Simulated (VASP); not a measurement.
# Na (Im-3m) in VASP: single point with PBEsol

Aim: the single point of Na with PBEsol.

All numbers are computed with VASP 6.6.1; they aren't measurements. Logs are shortened: lines on timing, memory, paths and dates and some standing lists are left out, and cuts for length are marked.

### Step 1. The cell of the first run

The structure is cubic, space group Im-3m (No. 229). Conventional cell: a = 4.172 Å, b = 4.172 Å, c = 4.172 Å, α = 90.00°, β = 90.00°, γ = 90.00°. Na (site symmetry m-3m) has 14 Na at 3.61 to 4.17 Å within 4.7 Å.

### Step 2. Single point, PBEsol

Contents of INCAR:

```
PREC = Accurate
ENCUT = 520
EDIFF = 1E-6
ISMEAR = 0
SIGMA = 0.05
LREAL = False
LASPH = True
NELM = 80
ALGO = Normal
ISIF = 2
LWAVE = False
LCHARG = True
GGA = PS
LELF = True
LVHAR = True
NBANDS = 10
```

Contents of KPOINTS:

```
regular mesh
0
Gamma
  14 14 14
```

Contents of POSCAR:

```
Na
1.0
   -2.0857656105      2.0857656105      2.0857656105
    2.0857656105     -2.0857656105      2.0857656105
    2.0857656105      2.0857656105     -2.0857656105
Na
1
Direct
    0.0000000000      0.0000000000      0.0000000000
```

Potentials or basis: VASP PAW PBE potentials, release 64 (Na_pv).

On the command line:

```bash
$ cat potpaw_PBE.64/Na_pv/POTCAR > POTCAR
$ mpirun -np 1 vasp_std > vasp.out
```

OUTCAR:

```text
PREC = Accurate
   ENCUT = 520
   EDIFF = 1E-6
   ISMEAR = 0
   LREAL = False
   LASPH = True
   NELM = 80
   ISIF = 2
   GGA = PS

 ion  position               nearest neighbor table
   1  0.000  0.000  0.000-

  LATTYP: Found a body centered cubic cell.
 ALAT       =     4.1715312210

  Lattice vectors:

 A1 = (  -2.0857656105,   2.0857656105,   2.0857656105)
 A2 = (   2.0857656105,  -2.0857656105,   2.0857656105)
 A3 = (   2.0857656105,   2.0857656105,  -2.0857656105)

Analysis of symmetry for initial positions (statically):
=====================================================================
 Subroutine PRICEL returns:
 Original cell was already a primitive cell.

 Routine SETGRP: Setting up the symmetry group for a
 body centered cubic supercell.

 Subroutine GETGRP returns: Found 48 space group operations
 (whereof 48 operations were pure point group operations)
 out of a pool of 48 trial point group operations.

The static configuration has the point symmetry O_h .

Analysis of symmetry for dynamics (positions and initial velocities):
=====================================================================
 Subroutine PRICEL returns:
 Original cell was already a primitive cell.

 Routine SETGRP: Setting up the symmetry group for a
 body centered cubic supercell.

 Subroutine GETGRP returns: Found 48 space group operations
 (whereof 48 operations were pure point group operations)
 out of a pool of 48 trial point group operations.

The dynamic configuration has the point symmetry O_h .

 Subroutine INISYM returns: Found 48 space group operations
 (whereof 48 operations are pure point group operations),
 and found     1 'primitive' translations

----------------------------------------------------------------------------------------

                                     Primitive cell

  volume of cell :      36.2958

  direct lattice vectors                    reciprocal lattice vectors
    -2.085765611  2.085765611  2.085765611     0.000000000  0.239720128  0.239720128
     2.085765611 -2.085765611  2.085765611     0.239720128  0.000000000  0.239720128
     2.085765611  2.085765611 -2.085765611     0.239720128  0.239720128  0.000000000

  length of vectors
     3.612652010  3.612652010  3.612652010     0.339015457  0.339015457  0.339015457

  position of ions in fractional coordinates (direct lattice)
     0.000000000  0.000000000  0.000000000

  ion indices of the primitive-cell ions
   primitive index   ion index
                 1           1

----------------------------------------------------------------------------------------

 KPOINTS: regular mesh

Automatic generation of k-mesh.
 Grid dimensions read from file:
 generate k-points for:   14   14   14

 Generating k-lattice:

  Cartesian coordinates                     Fractional coordinates (reciprocal lattice)
     0.000000000  0.017122866  0.017122866     0.071428571  0.000000000  0.000000000
     0.017122866  0.000000000  0.017122866     0.000000000  0.071428571  0.000000000
     0.017122866  0.017122866  0.000000000     0.000000000  0.000000000  0.071428571

  Length of vectors
     0.024215390  0.024215390  0.024215390

  Shift w.r.t. Gamma in fractional coordinates (k-lattice)
     0.000000000  0.000000000  0.000000000

 Subroutine IBZKPT returns following result:
 ===========================================

 Found    104 irreducible k-points:

 Following reciprocal coordinates:
            Coordinates               Weight
  0.000000  0.000000  0.000000      1.000000
  0.071429  0.000000  0.000000     12.000000
  0.142857  0.000000  0.000000     12.000000
  0.214286  0.000000  0.000000     12.000000
  0.285714  0.000000  0.000000     12.000000
  0.357143  0.000000  0.000000     12.000000
[... 16 lines left out ...]
  0.285714  0.285714  0.000000     24.000000
  0.357143  0.285714  0.000000     24.000000
 [... further k-points ...]
   k-points           NKPTS =    104   k-points in BZ     NKDIM =    104   number of bands    NBANDS=     10
   number of dos      NEDOS =    301   number of ions     NIONS =      1
   total plane-waves  NPLWV =  21952
   dimension x,y,z NGX =    28 NGY =   28 NGZ =   28
   dimension x,y,z NGXF=    56 NGYF=   56 NGZF=   56
   ions per type =               1
   NGX,Y,Z   is equivalent  to a cutoff of  12.88, 12.88, 12.88 a.u.
   NGXF,Y,Z  is equivalent  to a cutoff of  25.77, 25.77, 25.77 a.u.
 SYSTEM =  unknown system
   PREC   = accura    normal or accurate (medium, high low for compatibility)
   ISTART =      0    job   : 0-new  1-cont  2-samecut
   ICHARG =      2    charge: 1-file 2-atom 10-const
   ISPIN  =      1    spin polarized calculation?
   LNONCOLLINEAR =      F non collinear calculations
   LSORBIT =      F    spin-orbit coupling
   LASPH  =      T    aspherical Exc in radial PAW
   ENCUT  =  520.0 eV  38.22 Ry    6.18 a.u.   6.72  6.72  6.72*2*pi/ulx,y,z
   NELM   =     80;   NELMIN=  2; NELMDL= -5     # of ELM steps
   EDIFF  = 0.1E-05   stopping-criterion for ELM
   LREAL  =      F    real-space projection
   EDIFFG = 0.1E-04   stopping-criterion for IOM
   NSW    =      0    number of steps for IOM
   IBRION =     -1    ionic relax: 0-MD 1-quasi-New 2-CG
   NFREE  =      0    steps in history (QN), initial steepest desc. (CG)
   ISIF   =      2    stress and relaxation
   ISYM   =      2    0-nonsym 1-usesym 2-fastsym
   POTIM  = 0.5000    time-step for ionic-motion
   TEBEG  =    0.0;   TEEND  =   0.0 temperature during run
   PSTRESS=    0.0 pullay stress
   NELECT =       7.0000    total number of electrons
   NUPDOWN=      -1.0000    fix difference up-down
   EMIN   =  10.00;   EMAX   =-10.00  energy-range for DOS
   EFERMI =   0.00;   METHOD = LEGACY
   ISMEAR =     0;   SIGMA  =   0.05  broadening in eV -4-tet -1-fermi 0-gaus
   EFERMI_NEDOS =   21; number of points for ismear=-14 and -15
   IALGO  =     38    algorithm
   IMIX   =      4    mixing-type and parameters
     AMIX     =   0.40;   BMIX     =  1.00
     AMIX_MAG =   1.60;   BMIX_MAG =  1.00
  volume/ion in A,a.u.               =      36.30       244.94
  Fermi-wavevector in a.u.,A,eV,Ry     =   0.945849  1.787396 12.172196  0.894631
  Thomas-Fermi vector in A             =   2.073791
   LORBIT       =      0    0 simple, 1 ext, 2 COOP (PROOUT), +10 PAW based schemes
   GGA     = PS    functional components
   LHFCALC =     F    Hartree Fock is set to
   AEXX    =    0.0000 exact exchange contribution
   IVDW    =     0    specifies the selected vdW correction
   LEPSILON=     F    determine dielectric tensor
   LRPA    =     F    only Hartree local field effects (RPA)
 non-spin polarized calculation
 Gauss-broadening in eV      SIGMA  =   0.05
  energy-cutoff  :      520.00
  volume of cell :       36.30
 maximum number of plane-waves:       990
   NGX = 13   NGY = 13   NGZ = 13

 number of electron       6.9999995 magnetization

 Free energy of the ion-electron system (eV)
  ---------------------------------------------------
  ext. energy  EPLUGINS =         0.00000000
  ---------------------------------------------------
  free energy    TOTEN  =        -1.39911838 eV

  energy without entropy =       -1.39797114  energy(sigma->0) =       -1.39854476

 E-fermi :   0.3287     XC(G=0):  -6.5571

 val. band max:        0.3127199058   @ k =  -0.3571   0.4286   0.1429
 cond. band min:       0.3939827309   @ k =   0.3571   0.0714   0.0714
 fundamental gap:      0.0812628251
 Fermi energy:         0.3286505025

 k-point     1 :       0.0000    0.0000    0.0000
  band No.  band energies     occupation
      1     -24.4026      2.00000
      2     -24.4026      2.00000
      3     -24.4026      2.00000
      4      -2.9566      2.00000
      5      12.2358      0.00000
      6      12.2358      0.00000
      7      12.2358      0.00000
      8      13.2533      0.00000
      9      13.2533      0.00000
     10      13.8043      0.00000

 k-point     2 :       0.0714    0.0000    0.0000
  band No.  band energies     occupation
      1     -24.4045      2.00000
      2     -24.4033      2.00000
      3     -24.4026      2.00000
      4      -2.8654      2.00000
      5      11.0333      0.00000
      6      11.6465      0.00000
      7      11.8929      0.00000
      8      12.5202      0.00000
      9      12.7265      0.00000
     10      14.2094      0.00000

 k-point     3 :       0.1429    0.0000    0.0000
  band No.  band energies     occupation
      1     -24.4100      2.00000
      2     -24.4051      2.00000
      3     -24.4026      2.00000
      4      -2.5925      2.00000
      5       9.1403      0.00000
      6      10.7835      0.00000
      7      11.2853      0.00000
      8      11.6827      0.00000
      9      12.4445      0.00000
     10      14.3004      0.00000

 k-point     4 :       0.2143    0.0000    0.0000
  band No.  band energies     occupation
      1     -24.4178      2.00000
      2     -24.4077      2.00000
      3     -24.4026      2.00000
      4      -2.1412      2.00000
      5       7.3191      0.00000
      6      10.0289      0.00000
      7      10.7188      0.00000
      8      10.9863      0.00000
      9      12.0335      0.00000
     10      14.6362      0.00000

 k-point     5 :       0.2857    0.0000    0.0000
  band No.  band energies     occupation
      1     -24.4265      2.00000
      2     -24.4106      2.00000
      3     -24.4026      2.00000
      4      -1.5160      2.00000
      5       5.6239      0.00000
      6       9.4308      0.00000
      7      10.2620      0.00000
      8      10.4438      0.00000
      9      11.5937      0.00000
     10      15.1831      0.00000

 k-point     6 :       0.3571    0.0000    0.0000
  band No.  band energies     occupation
      1     -24.4343      2.00000
      2     -24.4132      2.00000
      3     -24.4025      2.00000
      4      -0.7236      2.00000
      5       4.0679      0.00000
      6       9.0002      0.00000
      7       9.9319      0.00000
      8      10.0569      0.00000
      9      11.2272      0.00000
     10      15.7581      0.00000

 k-point     7 :       0.4286    0.0000    0.0000
  band No.  band energies     occupation
      1     -24.4396      2.00000
      2     -24.4151      2.00000
      3     -24.4025      2.00000
      4       0.2239      1.99695
      5       2.6629      0.00000
      6       8.7409      0.00000
      7       9.7331      0.00000
      8       9.8251      0.00000
      9      10.9899      0.00000
     10      16.3832      0.00000

 k-point     8 :       0.5000    0.0000    0.0000
  band No.  band energies     occupation
      1     -24.4415      2.00000
      2     -24.4157      2.00000
      3     -24.4025      2.00000
      4       1.1194      0.00000
      5       1.6151      0.00000
      6       8.6543      0.00000
      7       9.6668      0.00000
      8       9.7480      0.00000
      9      10.9082      0.00000
     10      16.7440      0.00000

 k-point     9 :       0.0714    0.0714    0.0000
  band No.  band energies     occupation
      1     -24.4083      2.00000
      2     -24.4039      2.00000
      3     -24.4031      2.00000
      4      -2.6833      2.00000
      5       9.9522      0.00000
      6      10.3258      0.00000
      7      11.4154      0.00000
      8      12.2614      0.00000
      9      12.8531      0.00000
     10      14.2412      0.00000
[... 118 lines left out ...]
 k-point    19 :       0.4286    0.1429    0.0000
  band No.  band energies     occupation
      1     -24.4390      2.00000
      2     -24.4180      2.00000
      3     -24.4051      2.00000
      4       1.3607      0.00000
      5       1.8739      0.00000
      6       6.3444      0.00000
      7       8.9159      0.00000
      8      11.0616      0.00000
      9      13.4567      0.00000
     10      15.2258      0.00000

 k-point    20 :       0.2143    0.2143    0.0000
  band No.  band energies     occupation
      1     -24.4322      2.00000
      2     -24.4147      2.00000
      3     -24.4059      2.00000
      4      -0.5493      2.00000
      5       5.0234      0.00000
      6       5.8216      0.00000
      7       9.1458      0.00000
      8      11.9998      0.00000
      9      12.9987      0.00000
     10      15.7789      0.00000

 k-point    21 :       0.2857    0.2143    0.0000
  band No.  band energies     occupation
      1     -24.4348      2.00000
      2     -24.4185      2.00000
      3     -24.4064      2.00000
      4       0.3114      1.37359
      5       3.8214      0.00000
      6       5.2309      0.00000
      7       8.8243      0.00000
      8      11.9999      0.00000
      9      13.4431      0.00000
     10      15.4903      0.00000

 k-point    22 :       0.3571    0.2143    0.0000
  band No.  band energies     occupation
      1     -24.4359      2.00000
      2     -24.4211      2.00000
      3     -24.4066      2.00000
      4       1.2999      0.00000
      5       2.5773      0.00000
      6       5.0185      0.00000
      7       8.6622      0.00000
      8      11.9141      0.00000
      9      14.1601      0.00000
     10      15.0122      0.00000

 k-point    23 :       0.2857    0.2857    0.0000
  band No.  band energies     occupation
      1     -24.4337      2.00000
      2     -24.4233      2.00000
      3     -24.4071      2.00000
      4       1.2306      0.00000
      5       3.3054      0.00000
      6       4.1284      0.00000
      7       8.5777      0.00000
      8      12.5920      0.00000
      9      13.4176      0.00000
     10      15.3917      0.00000

 k-point    24 :       0.3571    0.2857    0.0000
  band No.  band energies     occupation
      1     -24.4322      2.00000
      2     -24.4262      2.00000
      3     -24.4074      2.00000
      4       2.0872      0.00000
      5       2.5164      0.00000
      6       3.8267      0.00000
      7       8.4952      0.00000
      8      12.7688      0.00000
      9      13.6740      0.00000
     10      14.8411      0.00000

 [... further k-points ...]
[... 5 lines left out ...]
  --------------------------------------------------------------------------------------
  -------------------------------------------------------------------------------------
  Total       -0.0053296     -0.0053296     -0.0053296      0.0000000      0.0000000      0.0000000
  in kB       -0.2352622     -0.2352622     -0.2352622      0.0000000      0.0000000      0.0000000
  external PRESSURE =      -0.2352622 kB  Pullay stress =       0.0000000 kB

 VOLUME and BASIS-vectors are now :
 -----------------------------------------------------------------------------
  energy-cutoff  :      520.00
  volume of cell :       36.30
      direct lattice vectors                 reciprocal lattice vectors
    -2.085765611  2.085765611  2.085765611     0.000000000  0.239720128  0.239720128
     2.085765611 -2.085765611  2.085765611     0.239720128  0.000000000  0.239720128
     2.085765611  2.085765611 -2.085765611     0.239720128  0.239720128  0.000000000

 POSITION                                       TOTAL-FORCE (eV/Angst)
 -----------------------------------------------------------------------------------
      0.00000      0.00000      0.00000         0.000000      0.000000     -0.000000
 -----------------------------------------------------------------------------------
    total drift:                               -0.000000     -0.000000     -0.000000

  FREE ENERGIE OF THE ION-ELECTRON SYSTEM (eV)
  ---------------------------------------------------
  free  energy   TOTEN  =        -1.3991183758 eV

  energy  without entropy=       -1.3979711425  energy(sigma->0) =       -1.39854476
```

Run time: 32 s. Hardware: 1 thread of Intel Xeon 6975P-C, shared host; peak memory 0.17 GiB.

What came out:

```
Free energy : -1.3991 eV
Pressure    : 0.0 GPa
```

Levels at points of the mesh, in eV from the Fermi level:
```csv
k point,band 1,band 2,band 3,band 4,band 5,band 6
"(0.00, 0.00, 0.00)",-24.73,-24.73,-24.73,-3.29,11.91,11.91
"(0.50, 0.00, 0.00)",-24.77,-24.74,-24.73,0.79,1.29,8.33
"(0.50, 0.50, 0.50)",-24.76,-24.76,-24.76,4.59,4.59,5.00
```

Caveat: the PAW data sets were made with another functional, which shifts forces and pressure a little.
